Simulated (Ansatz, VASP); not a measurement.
**SrIn4O3: VASP beside Ansatz**

```
CELL_PARAMETERS angstrom
-3.45059 3.45059 3.45059
3.45059 -3.45059 3.45059
3.45059 3.45059 -3.45059
ATOMIC_POSITIONS crystal
Sr 0.00000 0.00000 0.00000
In 0.50000 0.50000 0.50000
In 0.00000 0.00000 0.50000
In 0.00000 0.50000 0.00000
In 0.50000 0.00000 0.00000
O 0.00000 0.50000 0.50000
O 0.50000 0.00000 0.50000
O 0.50000 0.50000 0.00000
```

Alike in both runs: task single point; functional PBE; k mesh 4 × 4 × 4; occupations gaussian, width 0.1 eV; collinear spin.

|  | VASP | Ansatz |
| --- | --- | --- |
| version | VASP 6.6.1 | Ansatz 0.2.0 |
| potentials or method | VASP PAW PBE potentials, release 64 (Sr_sv, In_d, O), cutoff 600 eV | scalar-relativistic, plane waves, PAW |
| valence electrons in the cell | 80 | 80 |

|  | VASP | Ansatz | Ansatz less VASP |
| --- | --- | --- | --- |
| gap on the k mesh at the Fermi level (eV) | none | none | - |
| pressure (GPa) | -0.4 | -0.4 | +0.01 |
| net moment per atom (μB) | 0.00 | 0.00 | 0.000 |

A gap of «none» marks a metal or a gap that the smearing closes. Ansatz's warnings: seeded moment not kept.
